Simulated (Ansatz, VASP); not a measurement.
# One calculation of C, two programs

File INCAR:

```
SYSTEM = C
PREC = Accurate
ENCUT = 600
EDIFF = 1E-7
ISMEAR = 0
SIGMA = 0.02
LREAL = .False.
LASPH = .True.
NELM = 120
ALGO = Normal
ISIF = 3
LWAVE = .False.
LCHARG = .False.
GGA = CA
IBRION = 2
NSW = 100
EDIFFG = -0.002
GGA_COMPAT = .False.
NELMIN = 4
```

KPOINTS

```
Automatic mesh
0
Gamma
  12 12 12
  0 0 0
```

File POSCAR:

```
C
1.0
    0.0000000000      1.7660705302      1.7660705302
    1.7660705302      0.0000000000      1.7660705302
    1.7660705302      1.7660705302      0.0000000000
C
2
Direct
    0.0000000000      0.0000000000      0.0000000000
    0.2500000000      0.2500000000      0.2500000000
```

Input for Ansatz:

```yaml
crystal:
  lattice:
    - [0.0, 1.7660705302, 1.7660705302]
    - [1.7660705302, 0.0, 1.7660705302]
    - [1.7660705302, 1.7660705302, 0.0]
  atoms:
    - { symbol: C, position: [0.0, 0.0, 0.0] }
    - { symbol: C, position: [0.25, 0.25, 0.25] }
basis:
  ecutwfc: 420
kpoints:
  mp_grid: { grid: [12, 12, 12] }
hamiltonian:
  xc: lda
scf:
  occupations: { method: gaussian, width: 0.02 }
output:
  forces: true
  stress: true
  eigenvalues: true
  write_density: true
  write_potential: true
  elf: true
  volumetric_format: npy
relax:
  adjacent_minimum: "off"
  f_tol: 0.002
  max_steps: 80
  cell: { stress_tol: 0.02 }
```

Alike in both runs: task relaxation of cell and atoms; functional LDA; k mesh 12 × 12 × 12; occupations gaussian, width 0.02 eV; no spin polarisation.

```csv
,VASP,Ansatz
version,VASP 6.6.1,Ansatz 0.2.0
potentials or method,"VASP PAW LDA potentials, release 64 (C), cutoff 600 eV","scalar-relativistic, plane waves, PAW"
valence electrons in the cell,8,8
```

```tsv
	VASP	Ansatz	Ansatz less VASP
gap on the k mesh at the Fermi level, each at its own relaxed structure (eV)	4.19	4.20	+0.004
relaxed volume (Å³/atom)	5.52	5.51	-0.010
relaxed cell length with the largest relative difference (Å)	2.499	2.497	-0.0015
```

LDA's correlation is that of Perdew and Zunger in VASP and of Perdew and Wang (1992) in Ansatz.
